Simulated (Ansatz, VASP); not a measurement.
# Two plane-wave programs on WC

```
CELL_PARAMETERS angstrom
2.90050 0.00000 0.00000
-1.45025 2.51191 0.00000
0.00000 0.00000 2.82900
ATOMIC_POSITIONS crystal
W 0.00000 0.00000 0.00000
C 0.68589 0.34741 0.50000
```

Alike in both runs: task electric field gradients; functional PBE; k mesh 13 × 13 × 12; occupations fermi-dirac, width 0.05 eV; no spin polarisation.

```csv
,VASP,Ansatz
version,VASP 6.6.1,Ansatz 0.2.0
potentials or method,"VASP PAW PBE potentials, release 64 (W_sv, C)","PAW with Ansatz's default frozen-core files, scalar-relativistic"
plane-wave cutoff (eV),520,420
valence electrons in the cell,18,18
```

Ansatz gave:

- pressure (GPa): 8.8
- traceless stress, the component that is largest in VASP (GPa): -1.83
- rms of the force components (eV/Å): 0.453
- size of Vzz on the site where it differs most (V/Å²): 138.5

Q: Which values does VASP return?

A: Pressure (GPa): 10.0; traceless stress, the component that is largest in VASP (GPa): -1.98; rms of the force components (eV/Å): 0.454; size of Vzz on the site where it differs most (V/Å²): 142.9.

Atom by atom the forces differ by 0.001 eV/Å (rms over components). The functional is the same, so the differences come from potentials, cutoffs and numerics.

Spin-orbit coupling is off throughout.
